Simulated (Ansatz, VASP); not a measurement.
Two plane-wave programs on MgZn4O

File INCAR:

```
ALGO = Normal
EDIFF = 1E-7
EDIFFG = -0.08
ENCUT = 600
GGA = PE
IBRION = 2
ISIF = 3
ISMEAR = 0
LASPH = T
LCHARG = F
LREAL = F
LWAVE = F
NELM = 100
NSW = 36
PREC = Accurate
SIGMA = 0.2
```

The input KPOINTS:

```
k-points
0
Gamma
  4 4 3
```

The input POSCAR:

```
MgZn4O
1.0
    4.5869185300      0.0000000000      0.0000000000
   -2.2934592700      3.9723879700      0.0000000000
    0.0000000000      0.0000000000      5.2696136300
Mg Zn O
1 4 1
Direct
    0.0000000000      0.0000000000      0.0379929600
    0.8069754400      0.1930245600      0.3601386200
    0.8069754400      0.6139508700      0.3601386200
    0.3860491300      0.1930245600      0.3601386200
    0.6666666700      0.3333333300      0.6624017300
    0.3333333300      0.6666666700      0.4594285400
```

Input for Ansatz:

```yaml
crystal:
  lattice:
    - [4.58691853, 0.0, 0.0]
    - [-2.29345927, 3.97238797, 0.0]
    - [0.0, 0.0, 5.26961363]
  atoms:
    - { symbol: Mg, position: [0.0, 0.0, 0.03799296] }
    - { symbol: Zn, position: [0.80697544, 0.19302456, 0.36013862] }
    - { symbol: Zn, position: [0.80697544, 0.61395087, 0.36013862] }
    - { symbol: Zn, position: [0.38604913, 0.19302456, 0.36013862] }
    - { symbol: Zn, position: [0.66666667, 0.33333333, 0.66240173] }
    - { symbol: O, position: [0.33333333, 0.66666667, 0.45942854] }
basis:
  ecutwfc: 420
kpoints:
  mp_grid: { grid: [4, 4, 3] }
hamiltonian:
  xc: pbe
scf:
  occupations: { method: gaussian, width: 0.2 }
  lower_state_search: "off"
output:
  forces: true
  stress: true
  eigenvalues: true
relax:
  adjacent_minimum: "off"
  f_tol: 0.08
  max_steps: 16
  cell: { stress_tol: 0.8 }
```

Alike in both runs: task relaxation of cell and atoms; functional PBE; k mesh 4 × 4 × 3; occupations gaussian, width 0.2 eV; no spin polarisation.

|  | VASP | Ansatz |
| --- | --- | --- |
| version | VASP 6.6.1 | Ansatz 0.2.0 |
| potentials or method | VASP PAW PBE potentials, release 64 (Mg, Zn, O), cutoff 600 eV | scalar-relativistic, plane waves, PAW |
| valence electrons in the cell | 56 | 64 |

Ansatz gave:

| Quantity | Value |
| --- | --- |
| gap on the k mesh at the Fermi level, each at its own relaxed structure (eV) | none |
| relaxed volume (Å³/atom) | 17.63 |
| relaxed cell length with the largest relative difference (Å) | 5.177 |

Task: Estimate VASP's values.

Result: gap on the k mesh at the Fermi level, each at its own relaxed structure (eV): none; relaxed volume (Å³/atom): 17.57; relaxed cell length with the largest relative difference (Å): 5.143.

A gap of «none» marks a metal or a gap that the smearing closes. VASP's potentials hold 56 valence electrons a cell and Ansatz's 64, so a difference there can come from the potentials and not from the codes.

The k mesh is coarse, so the values compare programs but aren't converged.
